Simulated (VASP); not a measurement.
Wanted: the native input for a VASP 6.6.1 run.

* Task: relaxation of cell and atoms
* Functional: LDA
* Potentials or basis: VASP PAW LDA potentials, release 64 (Ca_sv, O)
* Cutoff: 600 eV
* k mesh: 8 × 8 × 8
* Occupations: fermi-dirac, width 0.02 eV
* Spin: no spin polarisation
* Dipole correction: no
* Further INCAR settings: ALGO = Normal; EDIFF = 1e-07; IBRION = 2; EDIFFG = -0.005; NSW = 80; ISIF = 3

The structure of CaO lies in POSCAR:

```
CaO
1.0
    0.0000000000      2.6213224209      2.6213224209
    2.6213224209      0.0000000000      2.6213224209
    2.6213224209      2.6213224209      0.0000000000
Ca O
1 1
Direct
    0.0000000000      0.0000000000      0.0000000000
    0.2500000000      0.2500000000      0.2500000000
```

The input as run:

INCAR

```
PREC = Accurate
ENCUT = 600
EDIFF = 1E-7
ISMEAR = -1
SIGMA = 0.02
LREAL = F
LASPH = T
NELM = 100
ALGO = Normal
ISIF = 3
LWAVE = F
LCHARG = F
GGA = CA
IBRION = 2
NSW = 80
EDIFFG = -0.005
```

KPOINTS

```
regular mesh
0
Gamma
  8 8 8
```

Potentials or basis: VASP PAW LDA potentials, release 64 (Ca_sv, O).

Run with:

```sh
$ cat potpaw_LDA.64/Ca_sv/POTCAR potpaw_LDA.64/O/POTCAR > POTCAR
$ mpirun -np 1 vasp_std > vasp.out
```

It gave:

| Property | Result |
| --- | --- |
| Relaxed volume | 16.85 Å³/atom |
| Relaxed cell | a = 3.626 Å, b = 3.626 Å, c = 3.626 Å, α = 60.00°, β = 60.00°, γ = 60.00° |
| Space group after relaxing (to 0.05 Å) | F-43m (No. 216) |
| Energy gained by relaxing | 20.0 meV/atom |
| Ionic steps | 3 |
| Pressure after relaxing | 0.0 GPa |
| Band gap on the k mesh | 3.30 eV, indirect (least direct gap 4.05 eV) |

It took 16 s on 1 thread of AMD EPYC 9R45 (Zen 5), on a shared host, peak memory 0.14 GiB.
